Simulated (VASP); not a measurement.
# KI (I-4m2) in VASP: further runs

KI is run at these levels: PBE, r2SCAN; tasks: single point.

Program: VASP 6.6.1. These are calculated values, not measurements. Logs are shortened: lines on timing, memory, paths and dates and some standing lists are left out, and cuts for length are marked.

## (1) The cell of the first run

The structure is tetragonal, space group I-4m2 (No. 119). The conventional cell has a = 5.665 Å, b = 5.665 Å, c = 7.776 Å, α = 90.00°, β = 90.00°, γ = 90.00°. K (site symmetry -4m2) has 4 I at 3.44 Å within 4.5 Å. I (site symmetry -4m2) has 4 K at 3.44 Å within 4.5 Å.

## (2) Single point, PBE (epitaxial xy strain +1.0%)

Input file INCAR:

```
ALGO = Normal
EDIFF = 1E-6
ENCUT = 520
GGA = PE
ISIF = 2
ISMEAR = -1
LASPH = True
LCHARG = False
LREAL = False
LWAVE = False
NBANDS = 15
NELM = 60
PREC = Accurate
SIGMA = 0.02
```

Input file KPOINTS:

```
k-points
0
Gamma
  6 6 6
```

Input file POSCAR:

```
KI
1.0
    0.0000000000      4.0055531450      3.8880912135
    4.0055531450      0.0000000000      3.8880912135
    4.0055531450      4.0055531450      0.0000000000
K I
1 1
Direct
    0.0000000000      0.0000000000      0.0000000000
    0.2500000000      0.2500000000      0.2500000000
```

Potentials or basis: VASP PAW PBE potentials, release 64 (K_sv, I).

Command:

```
> cat potpaw_PBE.64/K_sv/POTCAR potpaw_PBE.64/I/POTCAR > POTCAR
> mpirun -np 1 vasp_std > vasp.out
```

OUTCAR:

```text
EDIFF = 1E-6
   ENCUT = 520
   GGA = PE
   ISIF = 2
   ISMEAR = -1
   LASPH = True
   LREAL = False
   NELM = 60
   PREC = Accurate

 ion  position               nearest neighbor table
   1  0.000  0.000  0.000-   2 3.44   2 3.44   2 3.44   2 3.44
   2  0.250  0.250  0.250-   1 3.44   1 3.44   1 3.44   1 3.44

  LATTYP: Found a body centered tetragonal cell.
 ALAT       =     5.6647075825
 C/A-ratio  =     1.3727420725

  Lattice vectors:

 A1 = (   0.0000000000,  -4.0055531450,  -3.8880912135)
 A2 = (   0.0000000000,   4.0055531450,  -3.8880912135)
 A3 = (   4.0055531450,   0.0000000000,   3.8880912135)

Analysis of symmetry for initial positions (statically):
=====================================================================
 Subroutine PRICEL returns:
 Original cell was already a primitive cell.

 Routine SETGRP: Setting up the symmetry group for a
 body centered tetragonal supercell.

 Subroutine GETGRP returns: Found  8 space group operations
 (whereof  8 operations were pure point group operations)
 out of a pool of 16 trial point group operations.

The static configuration has the point symmetry D_2d.

Analysis of symmetry for dynamics (positions and initial velocities):
=====================================================================
 Subroutine PRICEL returns:
 Original cell was already a primitive cell.

 Routine SETGRP: Setting up the symmetry group for a
 body centered tetragonal supercell.

 Subroutine GETGRP returns: Found  8 space group operations
 (whereof  8 operations were pure point group operations)
 out of a pool of 16 trial point group operations.

The dynamic configuration has the point symmetry D_2d.

 Subroutine INISYM returns: Found  8 space group operations
 (whereof  8 operations are pure point group operations),
 and found     1 'primitive' translations

----------------------------------------------------------------------------------------

                                     Primitive cell

  volume of cell :     124.7646

  direct lattice vectors                    reciprocal lattice vectors
     0.000000000  4.005553145  3.888091214    -0.124826705  0.124826705  0.128597806
     4.005553145  0.000000000  3.888091214     0.124826705 -0.124826705  0.128597806
     4.005553145  4.005553145  0.000000000     0.124826705  0.124826705 -0.128597806

  length of vectors
[... 84 lines left out ...]
   EDIFFG = 0.1E-04   stopping-criterion for IOM
   NSW    =      0    number of steps for IOM
   IBRION =     -1    ionic relax: 0-MD 1-quasi-New 2-CG
   NFREE  =      0    steps in history (QN), initial steepest desc. (CG)
   ISIF   =      2    stress and relaxation
   ISYM   =      2    0-nonsym 1-usesym 2-fastsym
   POTIM  = 0.5000    time-step for ionic-motion
   TEBEG  =    0.0;   TEEND  =   0.0 temperature during run
   PSTRESS=    0.0 pullay stress
   NELECT =      16.0000    total number of electrons
   NUPDOWN=      -1.0000    fix difference up-down
   EMIN   =  10.00;   EMAX   =-10.00  energy-range for DOS
   EFERMI =   0.00;   METHOD = LEGACY
   ISMEAR =    -1;   SIGMA  =   0.02  broadening in eV -4-tet -1-fermi 0-gaus
   EFERMI_NEDOS =   21; number of points for ismear=-14 and -15
   IALGO  =     38    algorithm
   IMIX   =      4    mixing-type and parameters
     AMIX     =   0.40;   BMIX     =  1.00
     AMIX_MAG =   1.60;   BMIX_MAG =  1.00
  volume/ion in A,a.u.               =      62.38       420.98
  Fermi-wavevector in a.u.,A,eV,Ry     =   0.825565  1.560091  9.273143  0.681557
  Thomas-Fermi vector in A             =   1.937445
   LORBIT       =      0    0 simple, 1 ext, 2 COOP (PROOUT), +10 PAW based schemes
   GGA     = PE    functional components
   LHFCALC =     F    Hartree Fock is set to
   AEXX    =    0.0000 exact exchange contribution
   IVDW    =     0    specifies the selected vdW correction
   LEPSILON=     F    determine dielectric tensor
   LRPA    =     F    only Hartree local field effects (RPA)
 non-spin polarized calculation
  energy-cutoff  :      520.00
  volume of cell :      124.76
 maximum number of plane-waves:      3373
 NGX is ok and might be reduce to    42
   NGX = 21   NGY = 21   NGZ = 21

 number of electron      16.0000003 magnetization

 Free energy of the ion-electron system (eV)
  ---------------------------------------------------
  ext. energy  EPLUGINS =         0.00000000
  ---------------------------------------------------
  free energy    TOTEN  =        -5.38602353 eV

  energy without entropy =       -5.38602353  energy(sigma->0) =       -5.38602353

 E-fermi :  -1.6365     XC(G=0):  -5.7320

 val. band max:       -2.1735681565   @ k =   0.0000   0.0000   0.0000
 cond. band min:       1.7453959391   @ k =   0.0000   0.0000   0.0000
 fundamental gap:      3.9189640955
 Fermi energy:        -1.6364522049

 k-point     1 :       0.0000    0.0000    0.0000
  band No.  band energies     occupation
      1     -30.6499      2.00000
      2     -14.1466      2.00000
      3     -14.1433      2.00000
      4     -14.1433      2.00000
      5     -12.1989      2.00000
      6      -2.1894      2.00000
      7      -2.1894      2.00000
      8      -2.1736      2.00000
      9       1.7454      0.00000
     10       5.2672      0.00000
     11       5.4479      0.00000
     12       5.9605      0.00000
     13       5.9605      0.00000
     14       6.0157      0.00000
[... 401 lines left out ...]
      2     -14.2077      2.00000
      3     -14.1539      2.00000
      4     -14.1495      2.00000
      5     -12.0772      2.00000
      6      -2.6103      2.00000
      7      -2.2919      2.00000
      8      -2.2198      2.00000
      9       3.2773      0.00000
     10       4.1733      0.00000
     11       5.0922      0.00000
     12       5.7592      0.00000
     13       6.3429      0.00000
     14       6.5771      0.00000
     15       6.8887      0.00000

 [... further k-points ...]
[... 5 lines left out ...]
  --------------------------------------------------------------------------------------
  -------------------------------------------------------------------------------------
  Total        0.1439672      0.1439672      0.1466793      0.0000000      0.0000000     -0.0000000
  in kB        1.8487693      1.8487693      1.8835974      0.0000000      0.0000000     -0.0000000
  external PRESSURE =       1.8603787 kB  Pullay stress =       0.0000000 kB

 VOLUME and BASIS-vectors are now :
 -----------------------------------------------------------------------------
  energy-cutoff  :      520.00
  volume of cell :      124.76
      direct lattice vectors                 reciprocal lattice vectors
     0.000000000  4.005553145  3.888091214    -0.124826705  0.124826705  0.128597806
     4.005553145  0.000000000  3.888091214     0.124826705 -0.124826705  0.128597806
     4.005553145  4.005553145  0.000000000     0.124826705  0.124826705 -0.128597806

 POSITION                                       TOTAL-FORCE (eV/Angst)
 -----------------------------------------------------------------------------------
      0.00000      0.00000      0.00000         0.000000      0.000000     -0.000000
      2.00278      2.00278      1.94405        -0.000000     -0.000000      0.000000
 -----------------------------------------------------------------------------------
    total drift:                                0.000000      0.000000     -0.000000

  FREE ENERGIE OF THE ION-ELECTRON SYSTEM (eV)
  ---------------------------------------------------
  free  energy   TOTEN  =        -5.3860235320 eV

  energy  without entropy=       -5.3860235320  energy(sigma->0) =       -5.38602353
```

OSZICAR:

```text
N       E                     dE             d eps       ncg     rms          rms(c)
DAV:   1     0.930589138312E+02    0.93059E+02   -0.60781E+03   900   0.864E+02
DAV:   2     0.157401375434E+01   -0.91485E+02   -0.84322E+02  1159   0.197E+02
DAV:   3    -0.515617153608E+01   -0.67302E+01   -0.66946E+01  1243   0.477E+01
DAV:   4    -0.556739519989E+01   -0.41122E+00   -0.41110E+00  1630   0.104E+01
DAV:   5    -0.556838563226E+01   -0.99043E-03   -0.99042E-03  1236   0.580E-01    0.295E+00
DAV:   6    -0.538967762558E+01    0.17871E+00   -0.20294E-01  1194   0.213E+00    0.216E+00
DAV:   7    -0.536650100665E+01    0.23177E-01   -0.21588E-01  1271   0.191E+00    0.934E-01
DAV:   8    -0.538257026493E+01   -0.16069E-01   -0.22899E-02  1116   0.833E-01    0.151E-01
DAV:   9    -0.538504163264E+01   -0.24714E-02   -0.39047E-03   977   0.272E-01    0.106E-01
DAV:  10    -0.538589447028E+01   -0.85284E-03   -0.56898E-04   945   0.142E-01    0.245E-02
DAV:  11    -0.538599993291E+01   -0.10546E-03   -0.15025E-04  1026   0.641E-02    0.231E-02
DAV:  12    -0.538602285637E+01   -0.22923E-04   -0.24266E-05   956   0.339E-02    0.895E-03
DAV:  13    -0.538602353205E+01   -0.67567E-06   -0.40152E-07  1017   0.504E-03
   1 F= -.53860235E+01 E0= -.53860235E+01  d E =-.846128E-12
```

stdout:

```text
POSCAR found type information on POSCAR K I
 POSCAR found :  2 types and       2 ions
 scaLAPACK will be used
 LDA part: xc-table for (Slater+PW92), standard interpolation
 POSCAR, INCAR and KPOINTS ok, starting setup
 FFT: planning ... GRIDC
 FFT: planning ... GRID_SOFT
 FFT: planning ... GRID
 WAVECAR not read
 entering main loop
```

Run time: 81 s. Hardware: 1 thread of Intel Xeon Platinum 8175M at 2.50GHz (Skylake/Cascade Lake), shared host; peak memory 0.27 GiB.

What came out:

```yaml
Free_energy: -5.3860 eV
Pressure: 0.2 GPa
Band_gap_on_the_k_mesh: 3.92 eV
```

Caveat: the cell differs from its parent crystal (epitaxial xy strain +1.0%); spin-orbit coupling is left out, which moves the levels of the heavy elements.

(Part 1 of 2 ends here.)
